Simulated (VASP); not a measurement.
# InAs (F-43m) in VASP: elastic constants with LDA

Aim: the elastic constants of InAs with LDA.

All numbers are computed with VASP 6.6.1; they aren't measurements. Logs are shortened: lines on timing, memory, paths and dates and some standing lists are left out, and cuts for length are marked.

## (1) The cell of the first run

It takes space group F-43m (No. 216, cubic). Conventional cell: a = 5.654 Å, b = 5.654 Å, c = 5.654 Å, α = 90.00°, β = 90.00°, γ = 90.00°. Within 3.2 Å of In (site symmetry -43m) lie 4 As at 2.45 Å. As (site symmetry -43m) has 4 In at 2.45 Å within 3.2 Å.

## (2) Elastic constants, LDA

The input, INCAR:

```
SYSTEM = InAs
ALGO = Normal
EDIFF = 1E-8
ENCUT = 600
GGA = CA
IBRION = 6
ISIF = 3
ISMEAR = 0
LASPH = .TRUE.
LCHARG = .FALSE.
LREAL = .FALSE.
LWAVE = .FALSE.
NBANDS = 16
NELM = 80
NFREE = 2
NSW = 1
POTIM = 0.015
PREC = Accurate
SIGMA = 0.01
```

The input, KPOINTS:

```
k-points
0
G
  12 12 12
  0 0 0
```

The input, POSCAR:

```
InAs
1.0
    0.0000000000      2.8269969843      2.8269969843
    2.8269969843      0.0000000000      2.8269969843
    2.8269969843      2.8269969843      0.0000000000
In As
1 1
Direct
    0.0000000000      0.0000000000      0.0000000000
    0.7500000000      0.7500000000      0.7500000000
```

Potentials or basis: VASP PAW LDA potentials, release 64 (In_d, As).

On the command line:

```console
> cat potpaw_LDA.64/In_d/POTCAR potpaw_LDA.64/As/POTCAR > POTCAR
> mpirun -np 1 vasp_std > vasp.out
```

OUTCAR:

```text
SYSTEM = InAs
   EDIFF = 1E-8
   ENCUT = 600
   GGA = CA
   IBRION = 6
   ISIF = 3
   ISMEAR = 0
   LASPH = .TRUE.
   LREAL = .FALSE.
   NELM = 80
   NFREE = 2
   NSW = 1
   POTIM = 0.015
   PREC = Accurate

 ion  position               nearest neighbor table
   1  0.000  0.000  0.000-   2 2.45   2 2.45   2 2.45   2 2.45
   2  0.750  0.750  0.750-   1 2.45   1 2.45   1 2.45   1 2.45

  LATTYP: Found a face centered cubic cell.
 ALAT       =     5.6539939686

  Lattice vectors:

 A1 = (   0.0000000000,   2.8269969843,   2.8269969843)
 A2 = (   2.8269969843,   0.0000000000,   2.8269969843)
 A3 = (   2.8269969843,   2.8269969843,   0.0000000000)

Analysis of symmetry for initial positions (statically):
=====================================================================
 Subroutine PRICEL returns:
 Original cell was already a primitive cell.

 Routine SETGRP: Setting up the symmetry group for a
 face centered cubic supercell.

 Subroutine GETGRP returns: Found 24 space group operations
 (whereof 24 operations were pure point group operations)
 out of a pool of 48 trial point group operations.

The static configuration has the point symmetry T_d .

Analysis of symmetry for dynamics (positions and initial velocities):
=====================================================================
 Subroutine PRICEL returns:
 Original cell was already a primitive cell.

 Routine SETGRP: Setting up the symmetry group for a
 face centered cubic supercell.

 Subroutine GETGRP returns: Found 24 space group operations
 (whereof 24 operations were pure point group operations)
 out of a pool of 48 trial point group operations.

The dynamic configuration has the point symmetry T_d .

 Subroutine INISYM returns: Found 24 space group operations
 (whereof 24 operations are pure point group operations),
 and found     1 'primitive' translations

----------------------------------------------------------------------------------------

                                     Primitive cell

  volume of cell :      45.1862

  direct lattice vectors                    reciprocal lattice vectors
     0.000000000  2.826996984  2.826996984    -0.176866124  0.176866124  0.176866124
     2.826996984  0.000000000  2.826996984     0.176866124 -0.176866124  0.176866124
     2.826996984  2.826996984  0.000000000     0.176866124  0.176866124 -0.176866124

  length of vectors
     3.997977476  3.997977476  3.997977476     0.306341113  0.306341113  0.306341113

  position of ions in fractional coordinates (direct lattice)
     0.000000000  0.000000000  0.000000000
     0.750000000  0.750000000  0.750000000

  ion indices of the primitive-cell ions
   primitive index   ion index
                 1           1
                 2           2

----------------------------------------------------------------------------------------

 KPOINTS: k-points

Automatic generation of k-mesh.
 Grid dimensions read from file:
 generate k-points for:   12   12   12

 Generating k-lattice:

[... 93 lines left out ...]
 non-spin polarized calculation
 Gauss-broadening in eV      SIGMA  =   0.01
  energy-cutoff  :      600.00
  volume of cell :       45.19
 maximum number of plane-waves:      1540
   NGX = 15   NGY = 15   NGZ = 15

--------------------------------------- Ionic step        1  -------------------------------------------

 number of electron      18.0000006 magnetization

 Free energy of the ion-electron system (eV)
  ---------------------------------------------------
  ext. energy  EPLUGINS =         0.00000000
  ---------------------------------------------------
  free energy    TOTEN  =        -8.56606319 eV

  energy without entropy =       -8.56606319  energy(sigma->0) =       -8.56606319

------------------------ aborting loop because EDIFF is reached ----------------------------------------

  FORCE on cell =-STRESS in cart. coord.  units (eV):
  Direction    XX          YY          ZZ          XY          YZ          ZX
  --------------------------------------------------------------------------------------
  -------------------------------------------------------------------------------------
  Total        5.1917396      5.1917396      5.1917396      0.0000000      0.0000000     -0.0000000
  in kB      184.0845981    184.0845981    184.0845981      0.0000000      0.0000000     -0.0000000
  external PRESSURE =     184.0845981 kB  Pullay stress =       0.0000000 kB
[... 89 lines left out ...]
  FREE ENERGIE OF THE ION-ELECTRON SYSTEM (eV)
  ---------------------------------------------------
  free  energy   TOTEN  =        -8.4832819564 eV

  energy  without entropy=       -8.4832819564  energy(sigma->0) =       -8.48328196

[... ionic steps 4 to 14 ...]

--------------------------------------- Ionic step       15  -------------------------------------------

 number of electron      18.0000003 magnetization

------------------------ aborting loop because EDIFF is reached ----------------------------------------
[... 67 lines left out ...]
--------------------------------------- Ionic step       17  -------------------------------------------

 number of electron      18.0000006 magnetization

 Free energy of the ion-electron system (eV)
  ---------------------------------------------------
  ext. energy  EPLUGINS =         0.00000000
  ---------------------------------------------------
  free energy    TOTEN  =        -8.56463472 eV

  energy without entropy =       -8.56463472  energy(sigma->0) =       -8.56463472

 E-fermi :   6.8143     XC(G=0): -10.3039

 val. band max:        6.7127672975   @ k =   0.0000   0.0000   0.0000
 cond. band min:       7.3135224018   @ k =   0.0000   0.0000   0.0000
 fundamental gap:      0.6007551042
 Fermi energy:         6.8142595954

 k-point     1 :       0.0000    0.0000    0.0000
  band No.  band energies     occupation
      1      -8.2949      2.00000
      2      -8.2889      2.00000
      3      -8.2811      2.00000
      4      -8.0484      2.00000
      5      -8.0483      2.00000
      6      -6.7587      2.00000
[... 433 lines left out ...]
      3      -8.2033      2.00000
      4      -8.0497      2.00000
      5      -8.0359      2.00000
      6      -4.3255      2.00000
[... 8 lines left out ...]
     15      16.9162      0.00000
     16      17.3802      0.00000

 [... further k-points ...]
[... 5 lines left out ...]
  --------------------------------------------------------------------------------------
  -------------------------------------------------------------------------------------
  Total        5.1905862      5.1958417      5.1958417      0.0000000     -0.2647877      0.0000000
  in kB      184.0437031    184.2300483    184.2300483      0.0000000     -9.3886317      0.0000000
  external PRESSURE =     184.1679332 kB  Pullay stress =       0.0000000 kB
[... 17 lines left out ...]
  FREE ENERGIE OF THE ION-ELECTRON SYSTEM (eV)
  ---------------------------------------------------
  free  energy   TOTEN  =        -8.5646347159 eV

  energy  without entropy=       -8.5646347159  energy(sigma->0) =       -8.56463472

 INTERNAL STRAIN TENSORS FROM STRAINED CELLS
 ============================================

 INTERNAL STRAIN TENSOR FOR ION    1 for displacements in x,y,z  (eV/Angst):
          X           Y           Z          XY          YZ          ZX
  --------------------------------------------------------------------------------
  x     0.00000    -0.00000     0.00000    -0.00000   -17.65446    -0.00000
  y    -0.00000    -0.00000     0.00000    -0.00000    -0.00000   -17.65456
  z    -0.00000    -0.00000     0.00000   -17.65467    -0.00000    -0.00000

 INTERNAL STRAIN TENSORS FROM DISPLACED ATOMS
 ============================================

 INTERNAL STRAIN TENSOR FOR ION    1 for displacements in x,y,z  (eV/Angst):
          X           Y           Z          XY          YZ          ZX
  --------------------------------------------------------------------------------
  x     0.00000     0.00000     0.00000     0.00000   -17.64974     0.00000
  y     0.00000     0.00000     0.00000     0.00000     0.00000   -17.64974
  z     0.00000     0.00000     0.00000   -17.64974     0.00000     0.00000

 INTERNAL STRAIN TENSOR FOR ION    2 for displacements in x,y,z  (eV/Angst):
          X           Y           Z          XY          YZ          ZX
  --------------------------------------------------------------------------------
  x     0.00000     0.00000     0.00000     0.00000    17.64646     0.00000
  y     0.00000     0.00000     0.00000     0.00000     0.00000    17.64646
  z     0.00000     0.00000     0.00000    17.64646     0.00000     0.00000

 Eigenvectors and eigenvalues of the dynamical matrix
 ----------------------------------------------------

   1 f  =    8.273365 THz    51.983083 2PiTHz  275.969739 cm-1    34.215872 meV
             X         Y         Z           dx          dy          dz
      0.000000  0.000000  0.000000     0.000000    0.628581    0.000000
      4.240495  4.240495  4.240495     0.000000   -0.777745    0.000000
[... 21 lines left out ...]
   6 f/i=    0.002124 THz     0.013344 2PiTHz    0.070842 cm-1     0.008783 meV
             X         Y         Z           dx          dy          dz
      0.000000  0.000000  0.000000     0.000000    0.000000    0.777745
      4.240495  4.240495  4.240495     0.000000    0.000000    0.628581

--------------------------------------------------------------------------------------------------------

 ELASTIC MODULI CONTR FROM IONIC RELAXATION (kBar)
 Direction    XX          YY          ZZ          XY          YZ          ZX
 --------------------------------------------------------------------------------
 XX          -0.0000      0.0000      0.0000      0.0000     -0.0000      0.0000
 YY           0.0000     -0.0000      0.0000      0.0000      0.0000     -0.0000
 ZZ           0.0000      0.0000     -0.0000     -0.0000      0.0000      0.0000
 XY           0.0000      0.0000     -0.0000   -869.6132      0.0000      0.0000
 YZ          -0.0000      0.0000      0.0000      0.0000   -869.6132      0.0000
 ZX           0.0000     -0.0000      0.0000      0.0000      0.0000   -869.6132
 --------------------------------------------------------------------------------

 TOTAL ELASTIC MODULI (kBar)
 Direction    XX          YY          ZZ          XY          YZ          ZX
 --------------------------------------------------------------------------------
 XX        1349.5995   1116.9534   1116.9534     -0.0000     -0.0000     -0.0000
 YY        1116.9534   1349.5995   1116.9534      0.0000     -0.0000      0.0000
 ZZ        1116.9534   1116.9534   1349.5995      0.0000      0.0000      0.0000
 XY          -0.0000      0.0000      0.0000    316.4298     -0.0000      0.0000
 YZ          -0.0000     -0.0000      0.0000     -0.0000    316.4298      0.0000
 ZX          -0.0000      0.0000      0.0000      0.0000      0.0000    316.4298
 --------------------------------------------------------------------------------
```

Run time: 15 min. Hardware: 1 thread of Intel Xeon 6975P-C (Granite Rapids), shared host; peak memory 0.74 GiB.

What came out:

```
Elastic constants C11, C12, C44                         : 135, 112, 32 GPa
Voigt bulk modulus                                      : 119 GPa
Highest phonon frequency at Γ, LO-TO splitting left out : 276 cm⁻¹
```

Phonon frequencies in cm⁻¹ (negative: imaginary):
| q point | frequencies |
| --- | --- |
| (0.000, 0.000, 0.000) | 0 0 0 276 276 276 |

Elastic tensor in Voigt notation (GPa, in the Cartesian axes of the cell as first typed):
```
135 112 112   0   0   0
112 135 112   0   0   0
112 112 135   0   0   0
  0   0   0  32   0   0
  0   0   0   0  32   0
  0   0   0   0   0  32
```

Clamped-ion elastic tensor (GPa):
```
135 112 112   0   0   0
112 135 112   0   0   0
112 112 135   0   0   0
  0   0   0 119   0   0
  0   0   0   0 119   0
  0   0   0   0   0 119
```

Caveat: the cell is under stress, which shifts elastic constants; spin-orbit coupling is left out, which moves the levels of the heavy elements.
